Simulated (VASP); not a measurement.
# MnHg (P4/mmm) in VASP: a series of runs

Runs on MnHg. Level: PBE. Tasks: single point.

Program: VASP 6.6.1. These are calculated values, not measurements. Logs are shortened: lines on timing, memory, paths and dates and some standing lists are left out, and cuts for length are marked.

### 1 The cell of the first run

Symmetry: P4/mmm, No. 123, tetragonal system. Conventional cell: a = 3.156 Å, b = 3.156 Å, c = 3.313 Å, α = 90.00°, β = 90.00°, γ = 90.00°. Within 3.7 Å of Hg (site symmetry 4/mmm) lie 8 Mn at 2.78 Å and 6 Hg at 3.16 to 3.31 Å. Within 3.7 Å of Mn (site symmetry 4/mmm) lie 8 Hg at 2.78 Å and 6 Mn at 3.16 to 3.31 Å.

### 2 Single point, PBE, collinear spin, ferromagnetic start

The input, INCAR:

```
  PREC = Accurate
  ENCUT = 520
  EDIFF = 1E-6
  ISMEAR = -1
  SIGMA = 0.05
  LREAL = F
  LASPH = T
  NELM = 150
  ALGO = Normal
  ISIF = 2
  LWAVE = F
  LCHARG = T
  ISPIN = 2
  MAGMOM = 0 4
  LORBIT = 11
  LMAXMIX = 4
  GGA = PE
  LELF = T
  LVHAR = T
  NBANDS = 24
```

The input, KPOINTS:

```
regular mesh
0
Gamma
  7 7 7
```

The input, POSCAR:

```
MnHg
1.0
    3.1564800000      0.0000000000      0.0000000000
    0.0000000000      3.1564800000      0.0000000000
    0.0000000000      0.0000000000      3.3130000000
Hg Mn
1 1
Direct
    0.0000000000      0.0000000000      0.0000000000
    0.5000000000      0.5000000000      0.5000000000
```

Potentials or basis: VASP PAW PBE potentials, release 64 (Hg, Mn_pv).

Command:

```bash
$ cat potpaw_PBE.64/Hg/POTCAR potpaw_PBE.64/Mn_pv/POTCAR > POTCAR
$ mpirun -np 1 vasp_std > vasp.out
```

OUTCAR:

```text
PREC = Accurate
   ENCUT = 520
   EDIFF = 1E-6
   ISMEAR = -1
   LREAL = F
   LASPH = T
   NELM = 150
   ISIF = 2
   ISPIN = 2
   LORBIT = 11
   GGA = PE

 ion  position               nearest neighbor table
   1  0.000  0.000  0.000-   2 2.78   2 2.78   2 2.78   2 2.78   2 2.78   2 2.78   2 2.78   2 2.78

   2  0.500  0.500  0.500-   1 2.78   1 2.78   1 2.78   1 2.78   1 2.78   1 2.78   1 2.78   1 2.78

  LATTYP: Found a simple tetragonal cell.
 ALAT       =     3.1564800000
 C/A-ratio  =     1.0495868816

  Lattice vectors:

 A1 = (   3.1564800000,   0.0000000000,   0.0000000000)
 A2 = (   0.0000000000,   3.1564800000,   0.0000000000)
 A3 = (   0.0000000000,   0.0000000000,   3.3130000000)

Analysis of symmetry for initial positions (statically):
=====================================================================
 Subroutine PRICEL returns:
 Original cell was already a primitive cell.

 Routine SETGRP: Setting up the symmetry group for a
 simple tetragonal supercell.

 Subroutine GETGRP returns: Found 16 space group operations
 (whereof 16 operations were pure point group operations)
 out of a pool of 16 trial point group operations.

The static configuration has the point symmetry D_4h.

Analysis of symmetry for dynamics (positions and initial velocities):
=====================================================================
 Subroutine PRICEL returns:
 Original cell was already a primitive cell.

 Routine SETGRP: Setting up the symmetry group for a
 simple tetragonal supercell.

 Subroutine GETGRP returns: Found 16 space group operations
 (whereof 16 operations were pure point group operations)
 out of a pool of 16 trial point group operations.

The dynamic configuration has the point symmetry D_4h.

Analysis of structural, dynamic, and magnetic symmetry:
=====================================================================
 Subroutine PRICEL returns:
 Original cell was already a primitive cell.

 Routine SETGRP: Setting up the symmetry group for a
 simple tetragonal supercell.

 Subroutine GETGRP returns: Found 16 space group operations
 (whereof 16 operations were pure point group operations)
 out of a pool of 16 trial point group operations.

The overall configuration has the point symmetry D_4h.

 Subroutine INISYM returns: Found 16 space group operations
[... 114 lines left out ...]
   IALGO  =     38    algorithm
   IMIX   =      4    mixing-type and parameters
     AMIX     =   0.40;   BMIX     =  1.00
     AMIX_MAG =   1.60;   BMIX_MAG =  1.00
  volume/ion in A,a.u.               =      16.50       111.38
  Fermi-wavevector in a.u.,A,eV,Ry     =   1.492264  2.819970 30.298159  2.226852
  Thomas-Fermi vector in A             =   2.604814
   LORBIT       =     11    0 simple, 1 ext, 2 COOP (PROOUT), +10 PAW based schemes
   GGA     = PE    functional components
   LHFCALC =     F    Hartree Fock is set to
   AEXX    =    0.0000 exact exchange contribution
   IVDW    =     0    specifies the selected vdW correction
   LEPSILON=     F    determine dielectric tensor
   LRPA    =     F    only Hartree local field effects (RPA)
 spin polarized calculation
  energy-cutoff  :      520.00
  volume of cell :       33.01
 maximum number of plane-waves:       906
 NGX is ok and might be reduce to    24
   NGX = 11   NGY = 11   NGZ = 13

 number of electron      24.9999995 magnetization       3.6951285

 Free energy of the ion-electron system (eV)
  ---------------------------------------------------
  ext. energy  EPLUGINS =         0.00000000
  ---------------------------------------------------
  free energy    TOTEN  =        -8.38452296 eV

  energy without entropy =       -8.36892288  energy(sigma->0) =       -8.37672292

 E-fermi :   6.4170     XC(G=0): -12.2282

 val. band max:        6.4036383717   @ k =   0.1429   0.0000   0.2857
 cond. band min:       6.4207366105   @ k =   0.2857   0.0000   0.1429
 fundamental gap:      0.0170982388
 Fermi energy:         6.4170174552

 spin component 1

 k-point     1 :       0.0000    0.0000    0.0000
  band No.  band energies     occupation
      1     -43.5344      1.00000
      2     -43.4670      1.00000
      3     -43.4670      1.00000
      4      -3.8869      1.00000
      5      -2.3404      1.00000
      6      -2.2740      1.00000
[... 637 lines left out ...]
     23      25.9467      0.00000
     24      26.3888      0.00000

 [... further k-points ...]

 spin component 2

 k-point     1 :       0.0000    0.0000    0.0000
  band No.  band energies     occupation
      1     -39.6837      1.00000
      2     -39.6420      1.00000
      3     -39.6420      1.00000
      4      -3.6772      1.00000
      5      -2.3259      1.00000
      6      -2.2358      1.00000
[... 637 lines left out ...]
     23      26.4786      0.00000
     24      26.7980      0.00000

 [... further k-points ...]

------------------------ aborting loop because EDIFF is reached ----------------------------------------

  FORCE on cell =-STRESS in cart. coord.  units (eV):
  Direction    XX          YY          ZZ          XY          YZ          ZX
  --------------------------------------------------------------------------------------
  -------------------------------------------------------------------------------------
  Total        2.3890093      2.3890093      1.9911211      0.0000000     -0.0000000      0.0000000
  in kB      115.9580491    115.9580491     96.6453015      0.0000000     -0.0000000      0.0000000
  external PRESSURE =     109.5204666 kB  Pullay stress =       0.0000000 kB

 VOLUME and BASIS-vectors are now :
 -----------------------------------------------------------------------------
  energy-cutoff  :      520.00
  volume of cell :       33.01
      direct lattice vectors                 reciprocal lattice vectors
     3.156480000  0.000000000  0.000000000     0.316808597  0.000000000  0.000000000
     0.000000000  3.156480000  0.000000000     0.000000000  0.316808597  0.000000000
     0.000000000  0.000000000  3.313000000     0.000000000  0.000000000  0.301841232

 POSITION                                       TOTAL-FORCE (eV/Angst)
 -----------------------------------------------------------------------------------
      0.00000      0.00000      0.00000         0.000000      0.000000      0.000000
      1.57824      1.57824      1.65650         0.000000      0.000000      0.000000
 -----------------------------------------------------------------------------------
    total drift:                                0.000000      0.000000     -0.000000

  FREE ENERGIE OF THE ION-ELECTRON SYSTEM (eV)
  ---------------------------------------------------
  free  energy   TOTEN  =        -8.3845229600 eV

  energy  without entropy=       -8.3689228818  energy(sigma->0) =       -8.37672292

 total charge

# of ion       s       p       d       tot
------------------------------------------
    1        0.823   0.601   9.262  10.685
    2        0.264   6.207   5.033  11.504
--------------------------------------------------
tot          1.087   6.808  14.295  22.189

 magnetization (x)

# of ion       s       p       d       tot
------------------------------------------
    1       -0.052  -0.060   0.054  -0.058
    2        0.024   0.015   3.591   3.630
--------------------------------------------------
tot         -0.028  -0.045   3.645   3.572
```

OSZICAR:

```text
N       E                     dE             d eps       ncg     rms          rms(c)
DAV:   1     0.237779062685E+03    0.23778E+03   -0.13777E+04  3880   0.121E+03
DAV:   2    -0.929695190535E+00   -0.23871E+03   -0.22708E+03  3976   0.349E+02
DAV:   3    -0.879248051757E+01   -0.78628E+01   -0.78331E+01  4528   0.710E+01
DAV:   4    -0.884625603621E+01   -0.53776E-01   -0.53772E-01  4256   0.556E+00
DAV:   5    -0.884695093523E+01   -0.69490E-03   -0.69488E-03  4672   0.584E-01    0.117E+01
DAV:   6    -0.852025252226E+01    0.32670E+00   -0.53406E+00  4352   0.180E+01    0.714E+00
DAV:   7    -0.840964057803E+01    0.11061E+00   -0.17359E+00  4488   0.116E+01    0.570E+00
DAV:   8    -0.838616206730E+01    0.23479E-01   -0.79087E-02  4128   0.212E+00    0.277E+00
DAV:   9    -0.838455596855E+01    0.16061E-02   -0.19948E-02  4520   0.101E+00    0.934E-01
DAV:  10    -0.838447054276E+01    0.85426E-04   -0.22318E-03  4200   0.450E-01    0.876E-02
DAV:  11    -0.838451123685E+01   -0.40694E-04   -0.13050E-04  4232   0.962E-02    0.368E-02
DAV:  12    -0.838452067385E+01   -0.94370E-05   -0.19138E-05  4560   0.331E-02    0.159E-02
DAV:  13    -0.838452285974E+01   -0.21859E-05   -0.21175E-06  3800   0.109E-02    0.880E-03
DAV:  14    -0.838452296000E+01   -0.10026E-06   -0.11807E-06  2744   0.743E-03
   1 F= -.83845230E+01 E0= -.83767229E+01  d E =-.156001E-01  mag=     3.6952
```

Run time: 21 s. Hardware: 1 thread of Intel Xeon 6975P-C (Granite Rapids), shared host; peak memory 0.19 GiB.

What came out:

- Free energy: -8.3845 eV
- Pressure: 11.0 GPa
- Net moment: 3.70 μB per cell
- Site moments: Hg -0.06; Mn +3.63 μB
- Valence electrons inside the program's atomic spheres: Hg 10.69; Mn 11.50

Caveat: the cell stands under pressure; spin-orbit coupling is left out, which moves the levels of the heavy elements.

### 3 Single point, PBE, collinear spin, ferromagnetic start

This run uses another cell than the first one, of 17.20 Å³/atom.

The input, INCAR:

```
ALGO = Fast
EDIFF = 1E-6
ENCUT = 520
GGA = PE
ISIF = 2
ISMEAR = -1
ISPIN = 2
LASPH = T
LCHARG = T
LELF = T
LMAXMIX = 4
LORBIT = 11
LREAL = F
LVHAR = T
LWAVE = F
MAGMOM = 0 4
NBANDS = 24
NELM = 150
PREC = Accurate
SIGMA = 0.05
```

The input, KPOINTS:

```
k-points
0
Gamma
  7 7 7
```

The input, POSCAR:

```
MnHg
1.0
    3.2222400000      0.0000000000      0.0000000000
    0.0000000000      3.2222400000      0.0000000000
    0.0000000000      0.0000000000      3.3130000000
Hg Mn
1 1
Direct
    0.0000000000      0.0000000000      0.0000000000
    0.5000000000      0.5000000000      0.5000000000
```

Potentials or basis: VASP PAW PBE potentials, release 64 (Hg, Mn_pv).

Command:

```bash
$ cat potpaw_PBE.64/Hg/POTCAR potpaw_PBE.64/Mn_pv/POTCAR > POTCAR
$ mpirun -np 1 vasp_std > vasp.out
```

Wall time 21 s (1 thread of Intel Xeon 6975P-C (Granite Rapids), shared host); peak memory 0.19 GiB.

The run converged. Its results:

```yaml
Free_energy: -8.4639 eV
Pressure: 6.5 GPa
Net_moment: 3.84 μB per cell
Site_moments: Hg -0.05; Mn +3.75 μB
Valence_electrons_inside_the_program's_atomic_spheres: Hg 10.64; Mn 11.45
```

Stress tensor (GPa, compression positive):
```
6.91 0.00 0.00
0.00 6.91 0.00
0.00 0.00 5.70
```

Levels at points of the mesh, in eV from the Fermi level:
Spin up:
| k point | band 11 | band 12 | band 13 | band 14 | band 15 | band 16 | band 17 | band 18 |
| --- | --- | --- | --- | --- | --- | --- | --- | --- |
| (0.00, 0.00, 0.00) | -2.87 | -1.93 | -1.93 | -1.92 | 4.57 | 5.39 | 5.39 | 9.32 |
Spin down:
| k point | band 8 | band 9 | band 10 | band 11 | band 12 | band 13 | band 14 | band 15 |
| --- | --- | --- | --- | --- | --- | --- | --- | --- |
| (0.00, 0.00, 0.00) | -7.17 | -7.10 | 0.27 | 0.35 | 1.51 | 1.51 | 1.57 | 4.94 |

Caveat: the cell stands under pressure; spin-orbit coupling is left out, which moves the levels of the heavy elements.
